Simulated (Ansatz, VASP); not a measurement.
**One calculation of BeTe, two programs**

The input INCAR:

```
SYSTEM = BeTe
  PREC = Accurate
  ENCUT = 520
  EDIFF = 1E-6
  ISMEAR = 0
  SIGMA = 0.01
  LREAL = .False.
  LASPH = .True.
  NELM = 80
  ALGO = Normal
  ISIF = 2
  LWAVE = .False.
  LCHARG = .True.
  GGA = PE
  LELF = .True.
  LVHAR = .True.
  NBANDS = 11
```

The input KPOINTS:

```
Automatic mesh
0
Gamma
  6 6 6
  0 0 0
```

POSCAR

```
BeTe
1.0
    0.0000000000      2.8875252574      2.8875252574
    2.8875252574      0.0000000000      2.8875252574
    2.8875252574      2.8875252574      0.0000000000
Be Te
1 1
Direct
    0.0000000000      0.0000000000      0.0000000000
    0.2500000000      0.2500000000      0.2500000000
```

Input for Ansatz:

```yaml
crystal:
  lattice:
    - [0.0, 2.8875252574, 2.8875252574]
    - [2.8875252574, 0.0, 2.8875252574]
    - [2.8875252574, 2.8875252574, 0.0]
  atoms:
    - { symbol: Be, position: [0.0, 0.0, 0.0] }
    - { symbol: Te, position: [0.25, 0.25, 0.25] }
kpoints:
  mp_grid: { grid: [6, 6, 6] }
hamiltonian:
  xc: pbe
scf:
  occupations: { method: fixed }
  n_extra_bands: 4
output:
  forces: true
  stress: true
  eigenvalues: true
```

Alike in both runs: task single point; functional PBE; k mesh 6 × 6 × 6; no spin polarisation.

```csv
,VASP,Ansatz
version,VASP 6.6.1,Ansatz 0.2.0
potentials or method,"VASP PAW PBE potentials, release 64 (Be, Te)","plane waves, PAW"
plane-wave cutoff (eV),520,420
occupations,"gaussian, width 0.01 eV",fixed
valence electrons in the cell,8,18
```

Ansatz gave:

| Quantity | Value |
| --- | --- |
| gap on the k mesh at the Fermi level (eV) | 2.16 |
| pressure (GPa) | -2.9 |

Task: Which values does VASP return?

Result: gap on the k mesh at the Fermi level (eV): 2.15; pressure (GPa): -2.8.

VASP's potentials hold 8 valence electrons a cell and Ansatz's 18, so a difference there can come from the potentials and not from the codes.

Neither program's run includes spin-orbit coupling.
